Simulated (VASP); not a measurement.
A run of VASP 6.6.1 is set up as follows.

INCAR

```
ALGO = Normal
EDIFF = 1E-6
ENCUT = 520
GGA = PE
ISIF = 2
ISMEAR = 0
LASPH = T
LCHARG = T
LELF = T
LREAL = F
LVHAR = T
LWAVE = F
NBANDS = 41
NELM = 80
PREC = Accurate
SIGMA = 0.02
```

The input KPOINTS:

```
k-points
0
Gamma
  10 10 10
```

POSCAR

```
AlGa3As4
1.0
   -2.8702002000      2.8702002000      5.7408525000
    2.8702002000     -2.8702002000      5.7408525000
    2.8702002000      2.8702002000     -5.7408525000
Al Ga As
1 3 4
Direct
    0.5000000000      0.5000000000      0.0000000000
    0.0000000000      0.0000000000      0.0000000000
    0.2500000000      0.7500000000      0.5000000000
    0.7500000000      0.2500000000      0.5000000000
    0.8740840000      0.8740840000      0.4988700000
    0.3752140000      0.3752140000      0.5011300000
    0.1259160000      0.6247860000      0.0000000000
    0.6247860000      0.1259160000      0.0000000000
```

Potentials or basis: VASP PAW PBE potentials, release 64 (Al, Ga_d, As).

The run is started by

```sh
$ cat potpaw_PBE.64/Al/POTCAR potpaw_PBE.64/Ga_d/POTCAR potpaw_PBE.64/As/POTCAR > POTCAR
$ mpirun -np 1 vasp_std > vasp.out
```

Q: What does it give for the largest force?

A: 0.004 eV/Å.

Q: What does it give for the pressure?

A: 0.2 GPa.

Forces in eV/Å, atoms in the order of the input:
```
Al   0.000  0.000  0.000
Ga   0.000  0.000  0.000
Ga   0.000  0.000  0.000
Ga   0.000  0.000  0.000
As  -0.002 -0.002 -0.002
As   0.002  0.002 -0.002
As  -0.002  0.002  0.002
As   0.002 -0.002  0.002
```
